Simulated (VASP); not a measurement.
# Al (Fm-3m) in VASP: notebook

Runs on Al. Level: PBEsol. Tasks: single point, relaxation of cell and atoms.

Program: VASP 6.6.1. These are calculated values, not measurements. Logs are shortened: lines on timing, memory, paths and dates and some standing lists are left out, and cuts for length are marked.

## (1) The cell of the first run

The structure is cubic, space group Fm-3m (No. 225). The conventional cell has a = 4.015 Å, b = 4.015 Å, c = 4.015 Å, α = 90.00°, β = 90.00°, γ = 90.00°. Al (site symmetry m-3m) has 12 Al at 2.84 Å within 3.7 Å.

## (2) Single point, PBEsol

File INCAR:

```
PREC = Accurate
ENCUT = 520
EDIFF = 1E-6
ISMEAR = 0
SIGMA = 0.1
LREAL = False
LASPH = True
NELM = 100
ALGO = Normal
ISIF = 2
LWAVE = False
LCHARG = False
GGA = PS
NBANDS = 8
```

File KPOINTS:

```
Automatic mesh
0
Gamma
  18 18 18
```

File POSCAR:

```
Al
1.0
    0.0000000000      2.0076963003      2.0076963003
    2.0076963003      0.0000000000      2.0076963003
    2.0076963003      2.0076963003      0.0000000000
Al
1
Direct
    0.0000000000      0.0000000000      0.0000000000
```

Potentials or basis: VASP PAW PBE potentials, release 64 (Al).

Started as:

```bash
cat potpaw_PBE.64/Al/POTCAR > POTCAR
mpirun -np 1 vasp_std > vasp.out
```

OUTCAR:

```text
PREC = Accurate
   ENCUT = 520
   EDIFF = 1E-6
   ISMEAR = 0
   LREAL = False
   LASPH = True
   NELM = 100
   ISIF = 2
   GGA = PS

 ion  position               nearest neighbor table
   1  0.000  0.000  0.000-

  LATTYP: Found a face centered cubic cell.
 ALAT       =     4.0153926006

  Lattice vectors:

 A1 = (   0.0000000000,   2.0076963003,   2.0076963003)
 A2 = (   2.0076963003,   0.0000000000,   2.0076963003)
 A3 = (   2.0076963003,   2.0076963003,   0.0000000000)

Analysis of symmetry for initial positions (statically):
=====================================================================
 Subroutine PRICEL returns:
 Original cell was already a primitive cell.

 Routine SETGRP: Setting up the symmetry group for a
 face centered cubic supercell.

 Subroutine GETGRP returns: Found 48 space group operations
 (whereof 48 operations were pure point group operations)
 out of a pool of 48 trial point group operations.

The static configuration has the point symmetry O_h .

Analysis of symmetry for dynamics (positions and initial velocities):
=====================================================================
 Subroutine PRICEL returns:
 Original cell was already a primitive cell.

 Routine SETGRP: Setting up the symmetry group for a
 face centered cubic supercell.

 Subroutine GETGRP returns: Found 48 space group operations
 (whereof 48 operations were pure point group operations)
 out of a pool of 48 trial point group operations.

The dynamic configuration has the point symmetry O_h .

 Subroutine INISYM returns: Found 48 space group operations
 (whereof 48 operations are pure point group operations),
 and found     1 'primitive' translations

----------------------------------------------------------------------------------------

                                     Primitive cell

  volume of cell :      16.1854

  direct lattice vectors                    reciprocal lattice vectors
     0.000000000  2.007696300  2.007696300    -0.249041650  0.249041650  0.249041650
     2.007696300  0.000000000  2.007696300     0.249041650 -0.249041650  0.249041650
     2.007696300  2.007696300  0.000000000     0.249041650  0.249041650 -0.249041650

  length of vectors
     2.839311337  2.839311337  2.839311337     0.431352792  0.431352792  0.431352792

  position of ions in fractional coordinates (direct lattice)
     0.000000000  0.000000000  0.000000000

  ion indices of the primitive-cell ions
   primitive index   ion index
                 1           1

----------------------------------------------------------------------------------------

 KPOINTS: Automatic mesh

Automatic generation of k-mesh.
 Grid dimensions read from file:
 generate k-points for:   18   18   18

 Generating k-lattice:

  Cartesian coordinates                     Fractional coordinates (reciprocal lattice)
    -0.013835647  0.013835647  0.013835647     0.055555556  0.000000000  0.000000000
     0.013835647 -0.013835647  0.013835647     0.000000000  0.055555556  0.000000000
     0.013835647  0.013835647 -0.013835647     0.000000000  0.000000000  0.055555556

  Length of vectors
     0.023964044  0.023964044  0.023964044

  Shift w.r.t. Gamma in fractional coordinates (k-lattice)
     0.000000000  0.000000000  0.000000000

 Subroutine IBZKPT returns following result:
 ===========================================

 Found    195 irreducible k-points:

 Following reciprocal coordinates:
            Coordinates               Weight
  0.000000  0.000000  0.000000      1.000000
  0.055556  0.000000  0.000000      8.000000
  0.111111  0.000000  0.000000      8.000000
  0.166667  0.000000  0.000000      8.000000
  0.222222  0.000000  0.000000      8.000000
  0.277778  0.000000  0.000000      8.000000
[... 16 lines left out ...]
 -0.277778  0.055556  0.000000     24.000000
 -0.222222  0.055556  0.000000     24.000000
 [... further k-points ...]
   k-points           NKPTS =    195   k-points in BZ     NKDIM =    195   number of bands    NBANDS=      8
   number of dos      NEDOS =    301   number of ions     NIONS =      1
   total plane-waves  NPLWV =  13824
   dimension x,y,z NGX =    24 NGY =   24 NGZ =   24
   dimension x,y,z NGXF=    48 NGYF=   48 NGZF=   48
   ions per type =               1
   NGX,Y,Z   is equivalent  to a cutoff of  14.05, 14.05, 14.05 a.u.
   NGXF,Y,Z  is equivalent  to a cutoff of  28.10, 28.10, 28.10 a.u.
 SYSTEM =  unknown system
   PREC   = accura    normal or accurate (medium, high low for compatibility)
   ISTART =      0    job   : 0-new  1-cont  2-samecut
   ICHARG =      2    charge: 1-file 2-atom 10-const
   ISPIN  =      1    spin polarized calculation?
   LNONCOLLINEAR =      F non collinear calculations
   LSORBIT =      F    spin-orbit coupling
   LASPH  =      T    aspherical Exc in radial PAW
   ENCUT  =  520.0 eV  38.22 Ry    6.18 a.u.   5.28  5.28  5.28*2*pi/ulx,y,z
   NELM   =    100;   NELMIN=  2; NELMDL= -5     # of ELM steps
   EDIFF  = 0.1E-05   stopping-criterion for ELM
   LREAL  =      F    real-space projection
   EDIFFG = 0.1E-04   stopping-criterion for IOM
   NSW    =      0    number of steps for IOM
   IBRION =     -1    ionic relax: 0-MD 1-quasi-New 2-CG
   NFREE  =      0    steps in history (QN), initial steepest desc. (CG)
   ISIF   =      2    stress and relaxation
   ISYM   =      2    0-nonsym 1-usesym 2-fastsym
   POTIM  = 0.5000    time-step for ionic-motion
   TEBEG  =    0.0;   TEEND  =   0.0 temperature during run
   PSTRESS=    0.0 pullay stress
   NELECT =       3.0000    total number of electrons
   NUPDOWN=      -1.0000    fix difference up-down
   EMIN   =  10.00;   EMAX   =-10.00  energy-range for DOS
   EFERMI =   0.00;   METHOD = LEGACY
   ISMEAR =     0;   SIGMA  =   0.10  broadening in eV -4-tet -1-fermi 0-gaus
   EFERMI_NEDOS =   21; number of points for ismear=-14 and -15
   IALGO  =     38    algorithm
   IMIX   =      4    mixing-type and parameters
     AMIX     =   0.40;   BMIX     =  1.00
     AMIX_MAG =   1.60;   BMIX_MAG =  1.00
  volume/ion in A,a.u.               =      16.19       109.22
  Fermi-wavevector in a.u.,A,eV,Ry     =   0.933413  1.763895 11.854213  0.871260
  Thomas-Fermi vector in A             =   2.060112
   LORBIT       =      0    0 simple, 1 ext, 2 COOP (PROOUT), +10 PAW based schemes
   GGA     = PS    functional components
   LHFCALC =     F    Hartree Fock is set to
   AEXX    =    0.0000 exact exchange contribution
   IVDW    =     0    specifies the selected vdW correction
   LEPSILON=     F    determine dielectric tensor
   LRPA    =     F    only Hartree local field effects (RPA)
 non-spin polarized calculation
 Gauss-broadening in eV      SIGMA  =   0.10
  energy-cutoff  :      520.00
  volume of cell :       16.19
 maximum number of plane-waves:       448
 NGX is ok and might be reduce to    24
   NGX = 11   NGY = 11   NGZ = 11

 number of electron       3.0000000 magnetization

 Free energy of the ion-electron system (eV)
  ---------------------------------------------------
  ext. energy  EPLUGINS =         0.00000000
  ---------------------------------------------------
  free energy    TOTEN  =        -4.09067876 eV

  energy without entropy =       -4.08769106  energy(sigma->0) =       -4.08918491

 E-fermi :   8.1423     XC(G=0): -10.3271

 val. band max:        8.1279477809   @ k =  -0.2778   0.2778   0.0556
 cond. band min:       8.1508979304   @ k =  -0.4444   0.3333   0.1111
 fundamental gap:      0.0229501495
 Fermi energy:         8.1422797356

 k-point     1 :       0.0000    0.0000    0.0000
  band No.  band energies     occupation
      1      -3.1116      2.00000
      2      20.8535      0.00000
      3      20.8535      0.00000
      4      20.8535      0.00000
      5      22.4915      0.00000
      6      22.4915      0.00000
      7      22.4915      0.00000
      8      24.7768      0.00000

 k-point     2 :       0.0556    0.0000    0.0000
  band No.  band energies     occupation
      1      -3.0267      2.00000
      2      19.3523      0.00000
      3      20.5599      0.00000
      4      20.5599      0.00000
      5      22.9182      0.00000
      6      22.9182      0.00000
      7      23.0393      0.00000
      8      25.6704      0.00000

 k-point     3 :       0.1111    0.0000    0.0000
  band No.  band energies     occupation
      1      -2.7721      2.00000
      2      17.1150      0.00000
      3      20.0609      0.00000
      4      20.0609      0.00000
      5      23.0907      0.00000
      6      23.7881      0.00000
      7      23.7881      0.00000
      8      26.2136      0.00000

 k-point     4 :       0.1667    0.0000    0.0000
  band No.  band energies     occupation
      1      -2.3489      2.00000
      2      14.8578      0.00000
      3      19.6197      0.00000
      4      19.6197      0.00000
      5      22.9208      0.00000
      6      24.3907      0.00000
      7      24.3907      0.00000
      8      25.5648      0.00000

 k-point     5 :       0.2222    0.0000    0.0000
  band No.  band energies     occupation
      1      -1.7585      2.00000
      2      12.6761      0.00000
      3      19.2940      0.00000
      4      19.2940      0.00000
      5      22.7443      0.00000
      6      23.5766      0.00000
      7      23.5766      0.00000
      8      26.5429      0.00000
[... 177 lines left out ...]
 k-point    22 :      -0.3333    0.0556    0.0000
  band No.  band energies     occupation
      1       0.3297      2.00000
      2       8.0973      1.47518
      3      17.3603      0.00000
      4      20.2556      0.00000
      5      20.3141      0.00000
      6      21.7629      0.00000
      7      23.3280      0.00000
      8      26.2316      0.00000

 k-point    23 :      -0.2778    0.0556    0.0000
  band No.  band energies     occupation
      1      -0.6409      2.00000
      2      10.0012      0.00000
      3      17.3783      0.00000
      4      20.2844      0.00000
      5      21.1736      0.00000
      6      22.6329      0.00000
      7      23.2826      0.00000
      8      27.0293      0.00000

 k-point    24 :      -0.2222    0.0556    0.0000
  band No.  band energies     occupation
      1      -1.4503      2.00000
      2      12.0293      0.00000
      3      17.5415      0.00000
      4      20.4200      0.00000
      5      22.1788      0.00000
      6      23.2612      0.00000
      7      23.7035      0.00000
      8      25.9144      0.00000

 [... further k-points ...]

------------------------ aborting loop because EDIFF is reached ----------------------------------------

  FORCE on cell =-STRESS in cart. coord.  units (eV):
  Direction    XX          YY          ZZ          XY          YZ          ZX
  --------------------------------------------------------------------------------------
  -------------------------------------------------------------------------------------
  Total        0.0040868      0.0040868      0.0040868     -0.0000000     -0.0000000      0.0000000
  in kB        0.4045500      0.4045500      0.4045500     -0.0000000     -0.0000000      0.0000000
  external PRESSURE =       0.4045500 kB  Pullay stress =       0.0000000 kB

 VOLUME and BASIS-vectors are now :
 -----------------------------------------------------------------------------
  energy-cutoff  :      520.00
  volume of cell :       16.19
      direct lattice vectors                 reciprocal lattice vectors
     0.000000000  2.007696300  2.007696300    -0.249041650  0.249041650  0.249041650
     2.007696300  0.000000000  2.007696300     0.249041650 -0.249041650  0.249041650
     2.007696300  2.007696300  0.000000000     0.249041650  0.249041650 -0.249041650

 POSITION                                       TOTAL-FORCE (eV/Angst)
 -----------------------------------------------------------------------------------
      0.00000      0.00000      0.00000         0.000000      0.000000      0.000000
 -----------------------------------------------------------------------------------
    total drift:                               -0.000000      0.000000      0.000000

  FREE ENERGIE OF THE ION-ELECTRON SYSTEM (eV)
  ---------------------------------------------------
  free  energy   TOTEN  =        -4.0906787584 eV

  energy  without entropy=       -4.0876910586  energy(sigma->0) =       -4.08918491
```

Run time: 19 s. Hardware: 1 thread of Intel Xeon 8259CL, shared host; peak memory 0.14 GiB.

What came out:

| Item | Value |
| --- | --- |
| Free energy | -4.0907 eV |
| Pressure | 0.0 GPa |

Caveat: the PAW data sets were made with another functional, which shifts forces and pressure a little.

## (3) Relaxation of cell and atoms, PBEsol

This run uses another cell than the first one, of 16.47 Å³/atom, 1.018 times its volume.

File INCAR:

```
PREC = Accurate
ENCUT = 600
EDIFF = 1E-7
ISMEAR = 0
SIGMA = 0.1
LREAL = F
LASPH = T
NELM = 80
ALGO = Normal
ISIF = 3
LWAVE = F
LCHARG = F
GGA = PS
IBRION = 2
NSW = 100
EDIFFG = -0.005
```

KPOINTS is that of step 2.

File POSCAR:

```
Al
1.0
    0.0000000000      2.0194648500      2.0194648500
    2.0194648500      0.0000000000      2.0194648500
    2.0194648500      2.0194648500      0.0000000000
Al
1
Direct
    0.0000000000      0.0000000000      0.0000000000
```

Potentials or basis: VASP PAW PBE potentials, release 64 (Al).

Started as:

```bash
cat potpaw_PBE.64/Al/POTCAR > POTCAR
mpirun -np 1 vasp_std > vasp.out
```

Wall time 25 s (1 thread of Intel Xeon 8259CL, shared host); peak memory 0.15 GiB.

Results (log left out):

```
Free energy                            : -4.0908 eV
Relaxed volume                         : 16.19 Å³/atom
Relaxed cell                           : a = 2.840 Å, b = 2.840 Å, c = 2.840 Å, α = 60.00°, β = 60.00°, γ = 60.00°
Space group after relaxing (to 0.05 Å) : Fm-3m (No. 225)
Energy gained by relaxing              : 1.2 meV/atom
Ionic steps                            : 3
Pressure after relaxing                : 0.0 GPa
```

The path:
| step | energy change (eV) | largest force (eV/Å) | pressure (GPa) | volume (Å³) |
| --- | --- | --- | --- | --- |
| 1 | 0.0000 | 0.0000 | -1.32 | 16.47 |
| 2 | -0.0011 | 0.0000 | 0.22 | 16.15 |
| 3 | -0.0012 | 0.0000 | 0.00 | 16.19 |

Final structure:
```xyz
1
Lattice="0.0000 2.0080 2.0080 2.0080 0.0000 2.0080 2.0080 2.0080 0.0000" Properties=species:S:1:pos:R:3 pbc="T T T"
Al    0.0000    0.0000    0.0000
```

Levels at points of the mesh, in eV from the Fermi level:
```csv
k point,band 1,band 2,band 3,band 4,band 5
"(0.00, 0.00, 0.00)",-11.25,12.71,12.71,12.71,14.34
"(0.50, 0.00, 0.00)",-4.66,-4.39,11.53,11.53,11.60
"(0.50, 0.50, 0.00)",-2.95,-1.60,5.27,5.68,5.68
```

Caveat: the PAW data sets were made with another functional, which shifts forces and pressure a little.
